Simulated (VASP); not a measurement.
Input of a VASP 6.6.1 run:

Contents of INCAR:

```
ALGO = Normal
EDIFF = 1E-6
ENCUT = 520
GGA = PS
ISIF = 2
ISMEAR = 0
LASPH = T
LCHARG = F
LREAL = F
LWAVE = F
NBANDS = 22
NELM = 100
PREC = Accurate
SIGMA = 0.05
```

Contents of KPOINTS:

```
k-points
0
Gamma
  4 4 2
```

File POSCAR:

```
F
1.0
    3.1849756493     -1.8305146634     -0.2456527984
    3.1849756493      1.8305146634     -0.2456527984
   -2.3948583866      0.0000000000      7.3307098205
F
4
Direct
    0.0848459664      0.0848459664      0.1099880702
    0.9151540336      0.9151540336      0.8900119298
    0.5015719855      0.5015719855      0.5937195244
    0.4984280145      0.4984280145      0.4062804756
```

Potentials or basis: VASP PAW PBE potentials, release 64 (F).

The run is started by

```sh
$ cat potpaw_PBE.64/F/POTCAR > POTCAR
$ mpirun -np 1 vasp_std > vasp.out
```

(1) Predict the pressure.

(2) What does it give for the band gap on the k mesh?

## Answers

(1) -5.7 GPa.

(2) 1.28 eV, indirect (least direct gap 1.34 eV).

Caveat: the k points lie up to 0.50 Å⁻¹ apart; the PAW data sets were made with another functional, which shifts forces and pressure a little.
